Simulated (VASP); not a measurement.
Set up this calculation in VASP 6.6.1, as the native input.

| Quantity | Value |
| --- | --- |
| Task | single point |
| Functional | r2SCAN |
| Potentials or basis | VASP PAW PBE potentials, release 64 (Ba_sv, Ti_sv, O) |
| Cutoff | 520 eV |
| k mesh | 8 × 8 × 8 |
| Occupations | gaussian, width 0.05 eV |
| Spin | no spin polarisation |
| Dipole correction | no |
| Further INCAR settings | ALGO = Normal; EDIFF = 1e-06; NBANDS = 28 |

Crystal: BaTiO3.

```
Ba Ti O
1.0
     3.85315    0.00000    0.00000
     0.00000    3.85315    0.00000
     0.00000    0.00000    4.05070
Ba Ti O
1 1 3
Cartesian
  0.0000 0.0000 4.0208
  1.9266 1.9266 1.9222
  1.9266 1.9266 0.1279
  1.9266 0.0000 2.0847
  0.0000 1.9266 2.0847
```

This cell differs from its parent crystal: strain -0.030 along x and y, -0.015 along z.

These files were run (other wordings do the same):

POSCAR

```
BaTiO3
1.0
    3.8531472937      0.0000000000      0.0000000000
    0.0000000000      3.8531472937      0.0000000000
    0.0000000000      0.0000000000      4.0506968294
Ba Ti O
1 1 3
Direct
    0.0000000000      0.0000000000      0.9926109041
    0.5000000000      0.5000000000      0.4745255187
    0.5000000000      0.5000000000      0.0315737051
    0.5000000000      0.0000000000      0.5146449361
    0.0000000000      0.5000000000      0.5146449361
```

INCAR.step1

```
SYSTEM = BaTiO3
ALGO = Normal ; EDIFF = 1E-4
ENCUT = 520 ; GGA = PE
ISMEAR = 0 ; LASPH = .TRUE.
LCHARG = .FALSE. ; LREAL = .FALSE.
LWAVE = .TRUE. ; NBANDS = 28
NELM = 100 ; PREC = Accurate
SIGMA = 0.05
```

INCAR.step2

```
SYSTEM = BaTiO3
ALGO = Normal ; EDIFF = 1E-6
ENCUT = 520 ; ISIF = 2
ISMEAR = 0 ; ISTART = 1
LASPH = .TRUE. ; LCHARG = .FALSE.
LMIXTAU = .TRUE. ; LREAL = .FALSE.
LWAVE = .FALSE. ; METAGGA = R2SCAN
NBANDS = 28 ; NELM = 100
PREC = Accurate ; SIGMA = 0.05
```

KPOINTS

```
k-points
0
G
  8 8 8
  0 0 0
```

Potentials or basis: VASP PAW PBE potentials, release 64 (Ba_sv, Ti_sv, O).

Command:

```console
$ cat potpaw_PBE.64/Ba_sv/POTCAR potpaw_PBE.64/Ti_sv/POTCAR potpaw_PBE.64/O/POTCAR > POTCAR
$ cp INCAR.step1 INCAR
$ mpirun -np 1 vasp_std > vasp.out
$ cp INCAR.step2 INCAR
$ mpirun -np 1 vasp_std > vasp.out
```

It gave:

* Pressure: 18.4 GPa
* Largest force: 0.874 eV/Å
* Band gap on the k mesh: 2.38 eV (least direct gap 2.89 eV)

Caveat: the cell differs from its parent crystal (strain -0.030 along x and y, -0.015 along z); the cell stands under pressure; the PAW data sets were made with another functional, which shifts forces and pressure a little; spin-orbit coupling is left out, which moves the levels of the heavy elements.

Run time: 4.1 min on 1 thread of Intel(R) Xeon(R) 6975P-C (Granite Rapids), with other jobs on the host, peak memory 0.26 GiB.
